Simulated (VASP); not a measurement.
# As (Cmce) in VASP: a series of runs

The runs below take As through single point, relaxation of cell and atoms, with PBE.

Everything below comes from runs of VASP 6.6.1. Logs are shortened: lines on timing, memory, paths and dates and some standing lists are left out, and cuts for length are marked.

**1. The cell of the first run**

The structure is orthorhombic, space group Cmce (No. 64). Conventional cell: a = 3.748 Å, b = 11.289 Å, c = 4.548 Å, α = 90.00°, β = 90.00°, γ = 90.00°. As (site symmetry m) has 5 As at 2.50 to 3.42 Å within 3.5 Å.

**2. Single point, PBE**

File INCAR:

```
SYSTEM = As
  PREC = Accurate
  ENCUT = 520
  EDIFF = 1E-7
  ISMEAR = 0
  SIGMA = 0.1
  LREAL = .False.
  LASPH = .True.
  NELM = 100
  ALGO = Normal
  ISIF = 2
  LWAVE = .False.
  LCHARG = .True.
  GGA = PE
  LELF = .True.
  LVHAR = .True.
  NBANDS = 18
```

File KPOINTS:

```
Automatic mesh
0
Gamma
  6 6 4
  0 0 0
```

File POSCAR:

```
As
1.0
    1.8740933099     -5.6445727176      0.0000000000
    1.8740933099      5.6445727176      0.0000000000
    0.0000000000      0.0000000000      4.5476020704
As
4
Direct
    0.1074097274      0.8925902726      0.9350719726
    0.6074097274      0.3925902726      0.5649280274
    0.8925902726      0.1074097274      0.0649280274
    0.3925902726      0.6074097274      0.4350719726
```

Potentials or basis: VASP PAW PBE potentials, release 64 (As).

Command:

```sh
cat potpaw_PBE.64/As/POTCAR > POTCAR
mpirun -np 1 vasp_std > vasp.out
```

OUTCAR:

```text
SYSTEM = As
   PREC = Accurate
   ENCUT = 520
   EDIFF = 1E-7
   ISMEAR = 0
   LREAL = .False.
   LASPH = .True.
   NELM = 100
   ISIF = 2
   GGA = PE

 ion  position               nearest neighbor table
   1  0.107  0.893  0.935-   3 2.50   2 2.52   2 2.52
   2  0.607  0.393  0.565-   4 2.50   1 2.52   1 2.52
   3  0.893  0.107  0.065-   1 2.50   4 2.52   4 2.52
   4  0.393  0.607  0.435-   2 2.50   3 2.52   3 2.52

  LATTYP: Found a base centered orthorhombic cell.
 ALAT       =     3.7481866198
 B/A-ratio  =     3.0118952390
 C/A-ratio  =     1.2132805892

  Lattice vectors:

 A1 = (   1.8740933099,  -5.6445727176,   0.0000000000)
 A2 = (   1.8740933099,   5.6445727176,   0.0000000000)
 A3 = (   0.0000000000,   0.0000000000,   4.5476020704)

Analysis of symmetry for initial positions (statically):
=====================================================================
 Subroutine PRICEL returns:
 Original cell was already a primitive cell.

 Routine SETGRP: Setting up the symmetry group for a
 base centered orthorhombic supercell.

 Subroutine GETGRP returns: Found  8 space group operations
 (whereof  4 operations were pure point group operations)
 out of a pool of  8 trial point group operations.

The static configuration has the point symmetry C_2h.
 The point group associated with its full space group is D_2h.

Analysis of symmetry for dynamics (positions and initial velocities):
=====================================================================
 Subroutine PRICEL returns:
 Original cell was already a primitive cell.

 Routine SETGRP: Setting up the symmetry group for a
 base centered orthorhombic supercell.

 Subroutine GETGRP returns: Found  8 space group operations
 (whereof  4 operations were pure point group operations)
 out of a pool of  8 trial point group operations.

The dynamic configuration has the point symmetry C_2h.
 The point group associated with its full space group is D_2h.

 Subroutine INISYM returns: Found  8 space group operations
 (whereof  4 operations are pure point group operations),
 and found     1 'primitive' translations

----------------------------------------------------------------------------------------

                                     Primitive cell

  volume of cell :      96.2132

  direct lattice vectors                    reciprocal lattice vectors
     1.874093310 -5.644572718  0.000000000     0.266795681 -0.088580664  0.000000000
     1.874093310  5.644572718  0.000000000     0.266795681  0.088580664  0.000000000
     0.000000000  0.000000000  4.547602070     0.000000000  0.000000000  0.219896109

  length of vectors
     5.947556380  5.947556380  4.547602070     0.281116469  0.281116469  0.219896109

  position of ions in fractional coordinates (direct lattice)
     0.107409727  0.892590273  0.935071973
     0.607409727  0.392590273  0.564928027
     0.892590273  0.107409727  0.064928027
     0.392590273  0.607409727  0.435071973

  ion indices of the primitive-cell ions
   primitive index   ion index
                 1           1
                 2           2
                 3           3
                 4           4

----------------------------------------------------------------------------------------

 KPOINTS: Automatic mesh

Automatic generation of k-mesh.
 Grid dimensions read from file:
 generate k-points for:    6    6    4

 Generating k-lattice:

  Cartesian coordinates                     Fractional coordinates (reciprocal lattice)
     0.044465947 -0.014763444  0.000000000     0.166666667  0.000000000  0.000000000
     0.044465947  0.014763444  0.000000000     0.000000000  0.166666667  0.000000000
     0.000000000  0.000000000  0.054974027     0.000000000  0.000000000  0.250000000

  Length of vectors
     0.046852745  0.046852745  0.054974027

  Shift w.r.t. Gamma in fractional coordinates (k-lattice)
     0.000000000  0.000000000  0.000000000

 Subroutine IBZKPT returns following result:
 ===========================================

 Found     39 irreducible k-points:

 Following reciprocal coordinates:
            Coordinates               Weight
  0.000000  0.000000  0.000000      1.000000
  0.166667  0.000000  0.000000      4.000000
  0.333333  0.000000  0.000000      4.000000
  0.500000  0.000000  0.000000      2.000000
  0.166667  0.166667  0.000000      2.000000
  0.333333  0.166667  0.000000      4.000000
[... 16 lines left out ...]
  0.333333  0.333333  0.250000      4.000000
  0.500000  0.333333  0.250000      8.000000
 [... further k-points ...]
   k-points           NKPTS =     39   k-points in BZ     NKDIM =     39   number of bands    NBANDS=     18
   number of dos      NEDOS =    301   number of ions     NIONS =      4
   total plane-waves  NPLWV =  82944
   dimension x,y,z NGX =    48 NGY =   48 NGZ =   36
   dimension x,y,z NGXF=    96 NGYF=   96 NGZF=   72
   ions per type =               4
   NGX,Y,Z   is equivalent  to a cutoff of  13.42, 13.42, 13.16 a.u.
[... 33 lines left out ...]
  Fermi-wavevector in a.u.,A,eV,Ry     =   0.969780  1.832619 12.795917  0.940473
  Thomas-Fermi vector in A             =   2.099861
   LORBIT       =      0    0 simple, 1 ext, 2 COOP (PROOUT), +10 PAW based schemes
   GGA     = PE    functional components
   LHFCALC =     F    Hartree Fock is set to
   AEXX    =    0.0000 exact exchange contribution
   IVDW    =     0    specifies the selected vdW correction
   LEPSILON=     F    determine dielectric tensor
   LRPA    =     F    only Hartree local field effects (RPA)
 non-spin polarized calculation
 Gauss-broadening in eV      SIGMA  =   0.10
  energy-cutoff  :      520.00
  volume of cell :       96.21
 maximum number of plane-waves:      2611
 NGX is ok and might be reduce to    48
   NGX = 23   NGY = 23   NGZ = 17

 number of electron      19.9999999 magnetization

 Free energy of the ion-electron system (eV)
  ---------------------------------------------------
  ext. energy  EPLUGINS =         0.00000000
  ---------------------------------------------------
  free energy    TOTEN  =       -18.62567955 eV

  energy without entropy =      -18.62503834  energy(sigma->0) =      -18.62535894

 E-fermi :   4.1002     XC(G=0):  -9.4171

 val. band max:        4.0486037675   @ k =   0.5000   0.5000   0.0000
 cond. band min:       4.1491396064   @ k =   0.5000   0.5000   0.0000
 fundamental gap:      0.1005358390
 Fermi energy:         4.1002048855

 k-point     1 :       0.0000    0.0000    0.0000
  band No.  band energies     occupation
      1     -10.2618      2.00000
      2      -7.6956      2.00000
      3      -5.2462      2.00000
      4      -2.0401      2.00000
      5      -1.4901      2.00000
      6       0.2285      2.00000
[... 10 lines left out ...]
     17      11.3080      0.00000
     18      11.3542      0.00000

 k-point     2 :       0.1667    0.0000    0.0000
  band No.  band energies     occupation
      1      -9.9924      2.00000
      2      -7.4695      2.00000
      3      -5.5809      2.00000
      4      -2.7291      2.00000
      5      -1.1872      2.00000
      6       0.4232      2.00000
[... 10 lines left out ...]
     17       9.8149      0.00000
     18      11.1928      0.00000

 k-point     3 :       0.3333    0.0000    0.0000
  band No.  band energies     occupation
      1      -9.2071      2.00000
      2      -6.7924      2.00000
      3      -6.6198      2.00000
      4      -4.2185      2.00000
      5      -0.3457      2.00000
      6       0.1678      2.00000
[... 10 lines left out ...]
     17      11.2316      0.00000
     18      11.2704      0.00000

 k-point     4 :       0.5000    0.0000    0.0000
  band No.  band energies     occupation
      1      -7.9988      2.00000
      2      -7.9988      2.00000
      3      -5.6806      2.00000
      4      -5.6806      2.00000
      5       0.4621      2.00000
      6       0.4621      2.00000
[... 375 lines left out ...]
      4      -3.3438      2.00000
      5      -0.6014      2.00000
      6       1.2558      2.00000
[... 10 lines left out ...]
     17      10.4490      0.00000
     18      11.5713      0.00000

 k-point    23 :       0.3333    0.3333    0.2500
  band No.  band energies     occupation
      1      -8.7525      2.00000
      2      -7.4702      2.00000
      3      -6.3009      2.00000
      4      -4.3604      2.00000
      5      -1.1449      2.00000
      6      -0.1750      2.00000
[... 10 lines left out ...]
     17       9.8170      0.00000
     18      10.5763      0.00000

 k-point    24 :       0.5000    0.3333    0.2500
  band No.  band energies     occupation
      1      -9.4679      2.00000
      2      -8.0519      2.00000
      3      -5.7239      2.00000
      4      -3.7947      2.00000
      5      -0.4964      2.00000
      6       0.4917      2.00000
[... 10 lines left out ...]
     17      10.2832      0.00000
     18      11.4542      0.00000

 [... further k-points ...]

------------------------ aborting loop because EDIFF is reached ----------------------------------------

  FORCE on cell =-STRESS in cart. coord.  units (eV):
  Direction    XX          YY          ZZ          XY          YZ          ZX
  --------------------------------------------------------------------------------------
  -------------------------------------------------------------------------------------
  Total        0.1723041      0.4585259      0.0833473      0.0000000      0.0000000      0.0000000
  in kB        2.8692707      7.6355397      1.3879289      0.0000000      0.0000000      0.0000000
  external PRESSURE =       3.9642464 kB  Pullay stress =       0.0000000 kB

 VOLUME and BASIS-vectors are now :
 -----------------------------------------------------------------------------
  energy-cutoff  :      520.00
  volume of cell :       96.21
      direct lattice vectors                 reciprocal lattice vectors
     1.874093310 -5.644572718  0.000000000     0.266795681 -0.088580664  0.000000000
     1.874093310  5.644572718  0.000000000     0.266795681  0.088580664  0.000000000
     0.000000000  0.000000000  4.547602070     0.000000000  0.000000000  0.219896109

 POSITION                                       TOTAL-FORCE (eV/Angst)
 -----------------------------------------------------------------------------------
      1.87409      4.43201      4.25234         0.000000     -0.049100      0.031741
      1.87409     -1.21256      2.56907         0.000000     -0.049100     -0.031741
      1.87409     -4.43201      0.29527         0.000000      0.049100     -0.031741
      1.87409      1.21256      1.97853         0.000000      0.049100      0.031741
 -----------------------------------------------------------------------------------
    total drift:                               -0.000000     -0.000000      0.000000

  FREE ENERGIE OF THE ION-ELECTRON SYSTEM (eV)
  ---------------------------------------------------
  free  energy   TOTEN  =       -18.6256795467 eV

  energy  without entropy=      -18.6250383420  energy(sigma->0) =      -18.62535894
```

It took 39 s on 1 thread of Intel Xeon 6975P-C (Granite Rapids), shared host; peak memory 0.27 GiB.

What came out:

```yaml
Free_energy: -18.6257 eV
Pressure: 0.4 GPa
Largest_force: 0.058 eV/Å
```

Forces in eV/Å, atoms in the order of the input:
```
As   0.000 -0.049  0.032
As   0.000 -0.049 -0.032
As   0.000  0.049 -0.032
As   0.000  0.049  0.032
```

Stress tensor (GPa, compression positive):
```
0.29 0.00 0.00
0.00 0.76 0.00
0.00 0.00 0.14
```

Levels at points of the mesh, in eV from the Fermi level:
```csv
k point,band 6,band 7,band 8,band 9,band 10,band 11,band 12,band 13,band 14,band 15
"(0.00, 0.00, 0.00)",-3.87,-3.08,-1.94,-1.85,-0.84,1.83,1.94,2.28,3.19,4.73
"(0.50, 0.00, 0.00)",-3.64,-2.37,-2.37,-2.19,-2.19,1.07,1.07,1.29,1.29,3.23
"(0.50, 0.50, 0.00)",-4.17,-3.35,-1.39,-1.39,-0.05,0.05,1.85,2.10,2.91,4.88
"(0.00, 0.00, 0.50)",-3.90,-2.09,-2.09,-0.70,-0.70,0.91,0.91,2.17,2.17,4.80
"(0.50, 0.00, 0.50)",-5.06,-4.30,-4.30,-1.67,-1.67,2.10,2.10,4.46,4.46,6.20
"(0.50, 0.50, 0.50)",-2.18,-1.91,-1.91,-1.14,-1.14,1.45,1.45,1.83,1.83,2.59
```

**3. Relaxation of cell and atoms, PBE**

This run uses another cell than the first one, of 26.23 Å³/atom.

File INCAR:

```
PREC = Accurate
ENCUT = 600
EDIFF = 1E-7
ISMEAR = 0
SIGMA = 0.1
LREAL = False
LASPH = True
NELM = 100
ALGO = Normal
ISIF = 3
LWAVE = False
LCHARG = False
GGA = PE
IBRION = 2
NSW = 80
EDIFFG = -0.05
```

File KPOINTS:

```
Automatic mesh
0
Gamma
  6 6 4
```

File POSCAR:

```
As
1.0
    1.7745391579     -6.0494959047      0.0000000000
    1.7745391579      6.0494959047      0.0000000000
    0.0000000000      0.0000000000      4.8863381255
As
4
Direct
    0.0940707785      0.9059292215      0.9137202409
    0.5940707785      0.4059292215      0.5862797591
    0.9059292215      0.0940707785      0.0862797591
    0.4059292215      0.5940707785      0.4137202409
```

Potentials or basis: VASP PAW PBE potentials, release 64 (As).

Command:

```sh
cat potpaw_PBE.64/As/POTCAR > POTCAR
mpirun -np 1 vasp_std > vasp.out
```

Wall time 9.7 min (1 thread of Intel Xeon 6975P-C (Granite Rapids), shared host); peak memory 0.35 GiB.

Results (log left out):

```
Free energy                           : -18.6279 eV
Relaxed volume                        : 24.08 Å³/atom
Relaxed cell                          : a = 6.010 Å, b = 6.010 Å, c = 4.462 Å, α = 90.00°, β = 90.00°, γ = 143.30°
Space group after relaxing (to 0.1 Å) : Cmce (No. 64)
Energy gained by relaxing             : 83.6 meV/atom
Ionic steps                           : 20
Pressure after relaxing               : 0.0 GPa
Largest force after relaxing          : 0.025 eV/Å
```

Forces in eV/Å, atoms in the order of the input:
```
As   0.000  0.008  0.024
As   0.000  0.008 -0.024
As   0.000 -0.008 -0.024
As   0.000 -0.008  0.024
```

Stress tensor (GPa, compression positive):
```
-0.21  0.00  0.00
 0.00 -0.01  0.00
 0.00  0.00  0.18
```

Step by step:
```tsv
step	energy change (eV)	largest force (eV/Å)	pressure (GPa)	volume (Å³)
1	0.0000	1.3903	6.48	104.91
2	-0.0739	0.7791	-4.41	121.83
3	-0.2570	0.1220	-0.33	113.50
4	-0.2570	0.1384	-0.22	113.32
5	-0.2640	0.1216	-0.30	112.89
6	-0.2664	0.1979	-0.36	112.46
7	-0.2707	0.1851	-0.34	111.96
8	-0.2824	0.1494	-0.28	110.46
9	-0.2998	0.0903	-0.10	107.46
10	-0.3123	0.0775	0.53	101.44
11	-0.3136	0.1672	-0.75	102.03
12	-0.3162	0.0979	-0.19	101.77
13	-0.3192	0.0718	-0.14	101.30
14	-0.3208	0.0965	-0.06	100.64
15	-0.3231	0.0782	-0.11	100.25
16	-0.3283	0.0672	-0.25	99.07
17	-0.3298	0.1749	-0.40	96.71
18	-0.3308	0.1165	-0.34	97.79
19	-0.3330	0.0809	-0.22	97.22
20	-0.3346	0.0252	-0.01	96.31
```

Final structure:
```cif
data_structure
_symmetry_space_group_name_H-M 'P 1'
_symmetry_Int_Tables_number 1
_cell_length_a 6.0099
_cell_length_b 6.0099
_cell_length_c 4.4618
_cell_angle_alpha 90.000
_cell_angle_beta 90.000
_cell_angle_gamma 143.300
_cell_volume 96.31
loop_
_atom_site_label
_atom_site_type_symbol
_atom_site_fract_x
_atom_site_fract_y
_atom_site_fract_z
_atom_site_occupancy
As1 As 0.10695 0.89305 0.93791 1
As2 As 0.60695 0.39305 0.56209 1
As3 As 0.89305 0.10695 0.06209 1
As4 As 0.39305 0.60695 0.43791 1
```

Levels at points of the mesh, in eV from the Fermi level:
| k point | band 7 | band 8 | band 9 | band 10 | band 11 | band 12 | band 13 | band 14 |
| --- | --- | --- | --- | --- | --- | --- | --- | --- |
| (0.00, 0.00, 0.00) | -3.13 | -1.88 | -1.85 | -0.65 | 1.87 | 2.10 | 2.36 | 3.32 |
| (0.50, 0.00, 0.00) | -2.21 | -2.21 | -2.07 | -2.07 | 1.16 | 1.16 | 1.33 | 1.33 |
| (0.50, 0.50, 0.00) | -3.39 | -1.44 | -1.43 | -0.11 | 0.07 | 1.90 | 2.18 | 3.06 |
| (0.00, 0.00, 0.50) | -2.07 | -2.07 | -0.63 | -0.63 | 0.94 | 0.94 | 2.08 | 2.08 |
| (0.50, 0.00, 0.50) | -4.22 | -4.22 | -1.67 | -1.67 | 2.16 | 2.16 | 4.76 | 4.76 |
| (0.50, 0.50, 0.50) | -1.90 | -1.90 | -1.04 | -1.04 | 1.48 | 1.48 | 1.81 | 1.81 |

Caveat: the relaxation stopped at a loose force limit of 0.05 eV/Å, so its end isn't a converged minimum.

**4. Single point, PBE**

This run uses another cell than the first one, of 24.85 Å³/atom.

File INCAR:

```
PREC = Accurate ; ENCUT = 520
EDIFF = 1E-6 ; ISMEAR = 0
SIGMA = 0.1 ; LREAL = F
LASPH = T ; NELM = 60
ALGO = Normal ; ISIF = 2
LWAVE = F ; LCHARG = T
GGA = PE ; LELF = T
LVHAR = T ; NBANDS = 18
```

File KPOINTS:

```
regular mesh
0
Gamma
  12 12 10
```

File POSCAR:

```
As
1.0
    1.8492719473     -5.7253207303      0.0000000000
    1.8492719473      5.7253207303      0.0000000000
    0.0000000000      0.0000000000      4.6934508392
As
4
Direct
    0.1055025517      0.8944974483      0.9305055292
    0.6055025517      0.3944974483      0.5694944708
    0.8944974483      0.1055025517      0.0694944708
    0.3944974483      0.6055025517      0.4305055292
```

Command:

```sh
cat potpaw_PBE.64/As/POTCAR > POTCAR
mpirun -np 1 vasp_std > vasp.out
```

Run time: 3.2 min. Hardware: 1 thread of Intel Xeon 6975P-C (Granite Rapids), shared host; peak memory 0.52 GiB.

It converged, with:

* Free energy: -18.6122 eV
* Pressure: 0.3 GPa
* Largest force: 0.054 eV/Å

Forces on the atoms (eV/Å):
```
As   0.000 -0.037  0.039
As   0.000 -0.037 -0.039
As   0.000  0.037 -0.039
As   0.000  0.037  0.039
```

Levels at points of the mesh, in eV from the Fermi level:
| k point | band 8 | band 9 | band 10 | band 11 | band 12 | band 13 |
| --- | --- | --- | --- | --- | --- | --- |
| (0.00, 0.00, 0.00) | -2.09 | -1.75 | -0.98 | 1.55 | 1.78 | 2.19 |
| (0.50, 0.00, 0.00) | -2.58 | -2.27 | -2.27 | 0.90 | 0.90 | 1.30 |
| (0.50, 0.50, 0.00) | -1.41 | -1.38 | -0.05 | -0.01 | 1.77 | 2.03 |
| (0.00, 0.00, 0.50) | -2.10 | -0.85 | -0.85 | 0.90 | 0.90 | 2.37 |
| (0.50, 0.00, 0.50) | -4.34 | -1.69 | -1.69 | 1.99 | 1.99 | 4.02 |
| (0.50, 0.50, 0.50) | -2.11 | -1.26 | -1.26 | 1.35 | 1.35 | 1.81 |

**5. Overview**

| task | cell | k mesh | cutoff (eV) | pressure (GPa) | largest force (eV/Å) |
| --- | --- | --- | --- | --- | --- |
| single point | a = 5.948, b = 5.948, c = 4.548 Å, angles 90.0, 90.0, 143.3°, 4 atoms, atomic positions A | 6 × 6 × 4 | 520 | 0.4 | 0.06 |
| relaxation of cell and atoms | relaxed from a = 6.304, b = 6.304, c = 4.886 Å, angles 90.0, 90.0, 147.3°, 4 atoms, atomic positions B | 6 × 6 × 4 | 600 | 0.0 | 0.03 |
| single point | a = 6.017, b = 6.017, c = 4.693 Å, angles 90.0, 90.0, 144.2°, 4 atoms, atomic positions C | 12 × 12 × 10 | 520 | 0.3 | 0.05 |

Alike in all rows: level PBE; potentials or basis VASP PAW PBE potentials, release 64 (As); no spin polarisation; smearing gaussian 0.1 eV.

Caveats: the relaxation stopped at a loose force limit of 0.05 eV/Å, so its end isn't a converged minimum (at least some runs).

Absolute energies hang on the potentials; compare differences alone.
